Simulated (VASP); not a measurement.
# Ti (Fm-3m) in VASP: further runs

The runs below take Ti through electric field gradients, with LDA, PBEsol, PBE.

All numbers are computed with VASP 6.6.1; they aren't measurements. Logs are shortened: lines on timing, memory, paths and dates and some standing lists are left out, and cuts for length are marked.

### 1 The cell of the first run

It takes space group Fm-3m (No. 225, cubic). Conventional cell: a = 4.109 Å, b = 4.109 Å, c = 4.109 Å, α = 90.00°, β = 90.00°, γ = 90.00°. Within 3.8 Å of Ti (site symmetry m-3m) lie 12 Ti at 2.91 Å.

### 2 Electric field gradients, LDA

Contents of INCAR:

```
ALGO = Normal
EDIFF = 1E-8
ENCUT = 520
ISIF = 2
ISMEAR = -1
LASPH = T
LCHARG = F
LEFG = T
LREAL = F
LWAVE = F
NBANDS = 12
NELM = 60
PREC = Accurate
SIGMA = 0.03
```

Contents of KPOINTS:

```
k-points
0
Gamma
  14 14 14
```

Contents of POSCAR:

```
Ti
1.0
    0.0000000000      2.0545745385      2.0545745385
    2.0545745385      0.0000000000      2.0545745385
    2.0545745385      2.0545745385      0.0000000000
Ti
1
Direct
    0.0000000000      0.0000000000      0.0000000000
```

Potentials or basis: VASP PAW LDA potentials, release 64 (Ti_sv).

The run is started by

```console
$ cat potpaw_LDA.64/Ti_sv/POTCAR > POTCAR
$ mpirun -np 1 vasp_std > vasp.out
```

OUTCAR:

```text
EDIFF = 1E-8
   ENCUT = 520
   ISIF = 2
   ISMEAR = -1
   LASPH = T
   LREAL = F
   NELM = 60
   PREC = Accurate

 ion  position               nearest neighbor table
   1  0.000  0.000  0.000-

  LATTYP: Found a face centered cubic cell.
 ALAT       =     4.1091490770

  Lattice vectors:

 A1 = (   0.0000000000,   2.0545745385,   2.0545745385)
 A2 = (   2.0545745385,   0.0000000000,   2.0545745385)
 A3 = (   2.0545745385,   2.0545745385,   0.0000000000)

Analysis of symmetry for initial positions (statically):
[... 33 lines left out ...]
                                     Primitive cell

  volume of cell :      17.3459

  direct lattice vectors                    reciprocal lattice vectors
     0.000000000  2.054574538  2.054574538    -0.243359387  0.243359387  0.243359387
     2.054574538  0.000000000  2.054574538     0.243359387 -0.243359387  0.243359387
     2.054574538  2.054574538  0.000000000     0.243359387  0.243359387 -0.243359387

  length of vectors
     2.905607177  2.905607177  2.905607177     0.421510823  0.421510823  0.421510823

  position of ions in fractional coordinates (direct lattice)
     0.000000000  0.000000000  0.000000000

  ion indices of the primitive-cell ions
   primitive index   ion index
                 1           1

----------------------------------------------------------------------------------------

 KPOINTS: k-points

Automatic generation of k-mesh.
 Grid dimensions read from file:
 generate k-points for:   14   14   14

 Generating k-lattice:

  Cartesian coordinates                     Fractional coordinates (reciprocal lattice)
    -0.017382813  0.017382813  0.017382813     0.071428571  0.000000000  0.000000000
     0.017382813 -0.017382813  0.017382813     0.000000000  0.071428571  0.000000000
     0.017382813  0.017382813 -0.017382813     0.000000000  0.000000000  0.071428571

  Length of vectors
     0.030107916  0.030107916  0.030107916

  Shift w.r.t. Gamma in fractional coordinates (k-lattice)
     0.000000000  0.000000000  0.000000000

 Subroutine IBZKPT returns following result:
 ===========================================

 Found    104 irreducible k-points:

 Following reciprocal coordinates:
            Coordinates               Weight
  0.000000  0.000000  0.000000      1.000000
  0.071429  0.000000  0.000000      8.000000
  0.142857  0.000000  0.000000      8.000000
  0.214286  0.000000  0.000000      8.000000
  0.285714  0.000000  0.000000      8.000000
  0.357143  0.000000  0.000000      8.000000
[... 16 lines left out ...]
  0.214286  0.142857  0.000000     24.000000
  0.285714  0.142857  0.000000     24.000000
 [... further k-points ...]
   k-points           NKPTS =    104   k-points in BZ     NKDIM =    104   number of bands    NBANDS=     12
   number of dos      NEDOS =    301   number of ions     NIONS =      1
   total plane-waves  NPLWV =  13824
   dimension x,y,z NGX =    24 NGY =   24 NGZ =   24
   dimension x,y,z NGXF=    48 NGYF=   48 NGZF=   48
   ions per type =               1
   NGX,Y,Z   is equivalent  to a cutoff of  13.73, 13.73, 13.73 a.u.
   NGXF,Y,Z  is equivalent  to a cutoff of  27.46, 27.46, 27.46 a.u.
 SYSTEM =  unknown system
   PREC   = accura    normal or accurate (medium, high low for compatibility)
   ISTART =      0    job   : 0-new  1-cont  2-samecut
   ICHARG =      2    charge: 1-file 2-atom 10-const
   ISPIN  =      1    spin polarized calculation?
   LNONCOLLINEAR =      F non collinear calculations
   LSORBIT =      F    spin-orbit coupling
   LASPH  =      T    aspherical Exc in radial PAW
   ENCUT  =  520.0 eV  38.22 Ry    6.18 a.u.   5.40  5.40  5.40*2*pi/ulx,y,z
   NELM   =     60;   NELMIN=  2; NELMDL= -5     # of ELM steps
   EDIFF  = 0.1E-07   stopping-criterion for ELM
   LREAL  =      F    real-space projection
   EDIFFG = 0.1E-06   stopping-criterion for IOM
   NSW    =      0    number of steps for IOM
   IBRION =     -1    ionic relax: 0-MD 1-quasi-New 2-CG
   NFREE  =      0    steps in history (QN), initial steepest desc. (CG)
   ISIF   =      2    stress and relaxation
   ISYM   =      2    0-nonsym 1-usesym 2-fastsym
   POTIM  = 0.5000    time-step for ionic-motion
   TEBEG  =    0.0;   TEEND  =   0.0 temperature during run
   PSTRESS=    0.0 pullay stress
   NELECT =      12.0000    total number of electrons
   NUPDOWN=      -1.0000    fix difference up-down
   EMIN   =  10.00;   EMAX   =-10.00  energy-range for DOS
   EFERMI =   0.00;   METHOD = LEGACY
   ISMEAR =    -1;   SIGMA  =   0.03  broadening in eV -4-tet -1-fermi 0-gaus
   EFERMI_NEDOS =   21; number of points for ismear=-14 and -15
   IALGO  =     38    algorithm
   IMIX   =      4    mixing-type and parameters
     AMIX     =   0.40;   BMIX     =  1.00
     AMIX_MAG =   1.60;   BMIX_MAG =  1.00
  volume/ion in A,a.u.               =      17.35       117.06
  Fermi-wavevector in a.u.,A,eV,Ry     =   1.447894  2.736122 28.523202  2.096396
  Thomas-Fermi vector in A             =   2.565797
   LORBIT       =      0    0 simple, 1 ext, 2 COOP (PROOUT), +10 PAW based schemes
   GGA     = CA    functional components
   LHFCALC =     F    Hartree Fock is set to
   AEXX    =    0.0000 exact exchange contribution
   IVDW    =     0    specifies the selected vdW correction
   LEPSILON=     F    determine dielectric tensor
   LRPA    =     F    only Hartree local field effects (RPA)
 non-spin polarized calculation
  energy-cutoff  :      520.00
  volume of cell :       17.35
 maximum number of plane-waves:       489
 NGX is ok and might be reduce to    24
   NGX = 11   NGY = 11   NGZ = 11

 number of electron      12.0000002 magnetization

 Free energy of the ion-electron system (eV)
  ---------------------------------------------------
  ext. energy  EPLUGINS =         0.00000000
  ---------------------------------------------------
  free energy    TOTEN  =        -8.46236554 eV

  energy without entropy =       -8.45622300  energy(sigma->0) =       -8.45929427

 E-fermi :   7.9898     XC(G=0): -11.7910

 val. band max:        7.9703506541   @ k =   0.2143   0.1429   0.0000
 cond. band min:       7.9930954071   @ k =  -0.4286   0.2857   0.1429
 fundamental gap:      0.0227447530
 Fermi energy:         7.9898497436

 k-point     1 :       0.0000    0.0000    0.0000
  band No.  band energies     occupation
      1     -48.0227      2.00000
      2     -24.2505      2.00000
      3     -24.2505      2.00000
      4     -24.2505      2.00000
      5       1.9759      2.00000
      6       8.8396      0.00000
      7       8.8396      0.00000
      8       8.8396      0.00000
      9      10.4465      0.00000
     10      10.4465      0.00000
     11      23.3518      0.00000
     12      27.7465      0.00000

 k-point     2 :       0.0714    0.0000    0.0000
  band No.  band energies     occupation
      1     -48.0164      2.00000
      2     -24.2862      2.00000
      3     -24.2550      2.00000
      4     -24.2550      2.00000
      5       2.1413      2.00000
      6       8.7398      0.00000
      7       8.8991      0.00000
      8       8.8991      0.00000
      9      10.4089      0.00000
     10      10.4089      0.00000
     11      23.4811      0.00000
     12      26.5351      0.00000

 k-point     3 :       0.1429    0.0000    0.0000
  band No.  band energies     occupation
      1     -47.9985      2.00000
      2     -24.3851      2.00000
      3     -24.2675      2.00000
      4     -24.2675      2.00000
      5       2.6183      2.00000
      6       8.4844      0.00000
      7       9.0351      0.00000
      8       9.0351      0.00000
      9      10.3474      0.00000
     10      10.3474      0.00000
     11      23.4783      0.00000
     12      24.7826      0.00000

 k-point     4 :       0.2143    0.0000    0.0000
  band No.  band energies     occupation
      1     -47.9726      2.00000
      2     -24.5263      2.00000
      3     -24.2854      2.00000
      4     -24.2854      2.00000
      5       3.3430      2.00000
      6       8.1857      0.00292
      7       9.1126      0.00000
      8       9.1126      0.00000
      9      10.4125      0.00000
     10      10.4125      0.00000
     11      21.9653      0.00000
     12      24.2843      0.00000

 k-point     5 :       0.2857    0.0000    0.0000
  band No.  band energies     occupation
      1     -47.9437      2.00000
      2     -24.6804      2.00000
      3     -24.3052      2.00000
      4     -24.3052      2.00000
      5       4.1840      2.00000
      6       7.9962      0.89425
      7       9.0329      0.00000
      8       9.0329      0.00000
      9      10.7025      0.00000
     10      10.7025      0.00000
     11      20.0037      0.00000
     12      23.8429      0.00000
[... 228 lines left out ...]
      1     -48.0062      2.00000
      2     -24.3352      2.00000
      3     -24.2754      2.00000
      4     -24.2565      2.00000
      5       2.4107      2.00000
      6       8.5754      0.00000
      7       8.9893      0.00000
      8       9.0004      0.00000
      9      10.2505      0.00000
     10      10.4681      0.00000
     11      23.6314      0.00000
     12      25.5004      0.00000

 k-point    22 :       0.1429    0.1429    0.0000
  band No.  band energies     occupation
      1     -47.9905      2.00000
      2     -24.3814      2.00000
      3     -24.2969      2.00000
      4     -24.2969      2.00000
      5       2.8260      2.00000
      6       8.2471      0.00038
      7       9.2299      0.00000
      8       9.2299      0.00000
      9       9.8666      0.00000
     10      10.6352      0.00000
     11      24.0195      0.00000
     12      25.4343      0.00000

 k-point    23 :       0.2143    0.1429    0.0000
  band No.  band energies     occupation
      1     -47.9711      2.00000
      2     -24.4727      2.00000
      3     -24.3198      2.00000
      4     -24.3143      2.00000
      5       3.3596      2.00000
      6       7.9704      1.31401
      7       9.2797      0.00000
      8       9.4118      0.00000
      9       9.8009      0.00000
     10      10.7407      0.00000
     11      23.5745      0.00000
     12      24.4676      0.00000

 k-point    24 :       0.2857    0.1429    0.0000
  band No.  band energies     occupation
      1     -47.9459      2.00000
      2     -24.5982      2.00000
      3     -24.3423      2.00000
      4     -24.3354      2.00000
      5       4.0962      2.00000
      6       7.7175      1.99977
      7       8.9741      0.00000
      8       9.4773      0.00000
      9      10.2313      0.00000
     10      10.9542      0.00000
     11      21.6159      0.00000
     12      24.1694      0.00000

 [... further k-points ...]
[... 5 lines left out ...]
  --------------------------------------------------------------------------------------
  -------------------------------------------------------------------------------------
  Total       -0.9266725     -0.9266725     -0.9266725      0.0000000      0.0000000      0.0000000
  in kB      -85.5935764    -85.5935764    -85.5935764      0.0000000      0.0000000      0.0000000
  external PRESSURE =     -85.5935764 kB  Pullay stress =       0.0000000 kB

 VOLUME and BASIS-vectors are now :
 -----------------------------------------------------------------------------
  energy-cutoff  :      520.00
  volume of cell :       17.35
      direct lattice vectors                 reciprocal lattice vectors
     0.000000000  2.054574538  2.054574538    -0.243359387  0.243359387  0.243359387
     2.054574538  0.000000000  2.054574538     0.243359387 -0.243359387  0.243359387
     2.054574538  2.054574538  0.000000000     0.243359387  0.243359387 -0.243359387

 POSITION                                       TOTAL-FORCE (eV/Angst)
 -----------------------------------------------------------------------------------
      0.00000      0.00000      0.00000        -0.000000     -0.000000     -0.000000
 -----------------------------------------------------------------------------------
    total drift:                                0.000000      0.000000     -0.000000

  FREE ENERGIE OF THE ION-ELECTRON SYSTEM (eV)
  ---------------------------------------------------
  free  energy   TOTEN  =        -8.4623655431 eV

  energy  without entropy=       -8.4562229955  energy(sigma->0) =       -8.45929427

 Electric field gradients (V/A^2)
---------------------------------------------------------------------
 ion       V_xx      V_yy      V_zz      V_xy      V_xz      V_yz
---------------------------------------------------------------------
   1      -0.000    -0.000    -0.000     0.000     0.000     0.000
---------------------------------------------------------------------

 Electric field gradients after diagonalization (V/A^2)
 (convention: |V_zz| > |V_xx| > |V_yy|)
----------------------------------------------------------------------
 ion       V_xx      V_yy      V_zz     asymmetry (V_yy - V_xx)/ V_zz
----------------------------------------------------------------------
   1      -0.000    -0.000     0.000       0.000
----------------------------------------------------------------------

           NMR quadrupolar parameters

 Cq : quadrupolar parameter    Cq=e*Q*V_zz/h
 eta: asymmetry parameters     (V_yy - V_xx)/ V_zz
 Q  : nuclear electric quadrupole moment in mb (millibarn)
----------------------------------------------------------------------
 ion       Cq(MHz)       eta       Q (mb)
----------------------------------------------------------------------
   1       0.000       0.000       1.000
----------------------------------------------------------------------
```

It took 12 s on 1 thread of Intel Xeon Platinum 8488C (Sapphire Rapids), shared host; peak memory 0.13 GiB.

What came out:

```yaml
Free_energy: -8.4624 eV
Pressure: -8.6 GPa
Band_gap_on_the_k_mesh: zero (band 6 reaches 8.84 eV, above the bottom of band 7 at 7.58 eV)
```

Caveat: without QUAD_EFG the Cq values of the log hold for a quadrupole moment of 1 mb, not for the nuclei.

### 3 Electric field gradients, PBEsol

Contents of INCAR:

```
ALGO = Normal
EDIFF = 1E-8
ENCUT = 520
GGA = PS
ISIF = 2
ISMEAR = -1
LASPH = True
LCHARG = False
LEFG = True
LREAL = False
LWAVE = False
NBANDS = 12
NELM = 80
PREC = Accurate
SIGMA = 0.03
```

KPOINTS is that of step 2.

POSCAR is that of step 2.

Potentials or basis: VASP PAW PBE potentials, release 64 (Ti_sv).

The run is started by

```console
$ cat potpaw_PBE.64/Ti_sv/POTCAR > POTCAR
$ mpirun -np 1 vasp_std > vasp.out
```

OUTCAR:

```text
EDIFF = 1E-8
   ENCUT = 520
   GGA = PS
   ISIF = 2
   ISMEAR = -1
   LASPH = True
   LREAL = False
   NELM = 80
   PREC = Accurate

 ion  position               nearest neighbor table
   1  0.000  0.000  0.000-

  LATTYP: Found a face centered cubic cell.
 ALAT       =     4.1091490770

  Lattice vectors:

 A1 = (   0.0000000000,   2.0545745385,   2.0545745385)
 A2 = (   2.0545745385,   0.0000000000,   2.0545745385)
[... 566 lines left out ...]
    total drift:                                0.000000      0.000000      0.000000

  FREE ENERGIE OF THE ION-ELECTRON SYSTEM (eV)
  ---------------------------------------------------
  free  energy   TOTEN  =        -8.2747884184 eV

  energy  without entropy=       -8.2686448848  energy(sigma->0) =       -8.27171665

 Electric field gradients (V/A^2)
---------------------------------------------------------------------
 ion       V_xx      V_yy      V_zz      V_xy      V_xz      V_yz
---------------------------------------------------------------------
   1       0.000     0.000     0.000     0.000     0.000     0.000
---------------------------------------------------------------------

 Electric field gradients after diagonalization (V/A^2)
 (convention: |V_zz| > |V_xx| > |V_yy|)
----------------------------------------------------------------------
 ion       V_xx      V_yy      V_zz     asymmetry (V_yy - V_xx)/ V_zz
----------------------------------------------------------------------
   1      -0.000    -0.000     0.000       0.000
----------------------------------------------------------------------

           NMR quadrupolar parameters

 Cq : quadrupolar parameter    Cq=e*Q*V_zz/h
 eta: asymmetry parameters     (V_yy - V_xx)/ V_zz
 Q  : nuclear electric quadrupole moment in mb (millibarn)
----------------------------------------------------------------------
 ion       Cq(MHz)       eta       Q (mb)
----------------------------------------------------------------------
   1       0.000       0.000       1.000
----------------------------------------------------------------------
```

OSZICAR:

```text
N       E                     dE             d eps       ncg     rms          rms(c)
DAV:   1     0.852563471041E+02    0.85256E+02   -0.64489E+03  2500   0.120E+03
DAV:   2    -0.506454099913E+01   -0.90321E+02   -0.87960E+02  2556   0.295E+02
DAV:   3    -0.932209316615E+01   -0.42576E+01   -0.42091E+01  3412   0.651E+01
DAV:   4    -0.943142352566E+01   -0.10933E+00   -0.10918E+00  2820   0.910E+00
DAV:   5    -0.943450835742E+01   -0.30848E-02   -0.30847E-02  3040   0.133E+00    0.873E+00
DAV:   6    -0.828969885680E+01    0.11448E+01   -0.23154E+00  2696   0.226E+01    0.219E+00
DAV:   7    -0.826716872798E+01    0.22530E-01   -0.11535E-01  3068   0.389E+00    0.128E+00
DAV:   8    -0.827464333860E+01   -0.74746E-02   -0.40160E-02  2588   0.271E+00    0.220E-01
DAV:   9    -0.827476791005E+01   -0.12457E-03   -0.50926E-03  3236   0.863E-01    0.849E-02
DAV:  10    -0.827480405231E+01   -0.36142E-04   -0.30739E-04  2660   0.212E-01    0.207E-02
DAV:  11    -0.827478951591E+01    0.14536E-04   -0.24280E-05  3020   0.614E-02    0.103E-02
DAV:  12    -0.827478825352E+01    0.12624E-05   -0.21291E-06  2812   0.200E-02    0.296E-03
DAV:  13    -0.827478849817E+01   -0.24465E-06   -0.69407E-07  3032   0.782E-03    0.166E-03
DAV:  14    -0.827478843004E+01    0.68133E-07   -0.49619E-08  2648   0.255E-03    0.766E-04
DAV:  15    -0.827478840480E+01    0.25238E-07   -0.11822E-08  2244   0.136E-03    0.356E-05
DAV:  16    -0.827478841888E+01   -0.14076E-07   -0.40522E-10  1408   0.220E-04    0.324E-05
DAV:  17    -0.827478841838E+01    0.49727E-09   -0.47417E-11  1412   0.822E-05
   1 F= -.82747884E+01 E0= -.82717167E+01  d E =-.614353E-02
```

stdout:

```text
POSCAR found type information on POSCAR Ti
 POSCAR found :  1 types and       1 ions
 scaLAPACK will be used
 -----------------------------------------------------------------------------
|                                                                             |
|                                                                             |
|     You enforced a specific xc type in the INCAR file but a different       |
|     I HOPE YOU KNOW WHAT YOU ARE DOING!                                     |
|                                                                             |
 -----------------------------------------------------------------------------

 LDA part: xc-table for (Slater+PW92), standard interpolation
 POSCAR, INCAR and KPOINTS ok, starting setup
 FFT: planning ... GRIDC
 FFT: planning ... GRID_SOFT
 FFT: planning ... GRID
 WAVECAR not read
 entering main loop
ion   1
```

Run time: 15 s. Hardware: 1 thread of Intel Xeon Platinum 8488C (Sapphire Rapids), shared host; peak memory 0.14 GiB.

What came out:

* Free energy: -8.2748 eV
* Pressure: -4.4 GPa
* Band gap on the k mesh: zero (band 6 reaches 8.98 eV, above the bottom of band 7 at 7.71 eV)

Levels at points of the mesh, in eV from the Fermi level:
```csv
k point,band 4,band 5,band 6,band 7,band 8,band 9
"(0.00, 0.00, 0.00)",-32.43,-6.10,0.88,0.88,0.88,2.50
"(0.50, 0.00, 0.00)",-32.52,-2.60,0.65,0.75,0.75,3.59
"(0.50, 0.50, 0.00)",-32.67,-2.59,-1.71,2.85,3.57,3.88
```

Caveat: without QUAD_EFG the Cq values of the log hold for a quadrupole moment of 1 mb, not for the nuclei; the PAW data sets were made with another functional, which shifts forces and pressure a little.

(Part 1 of 2 ends here.)
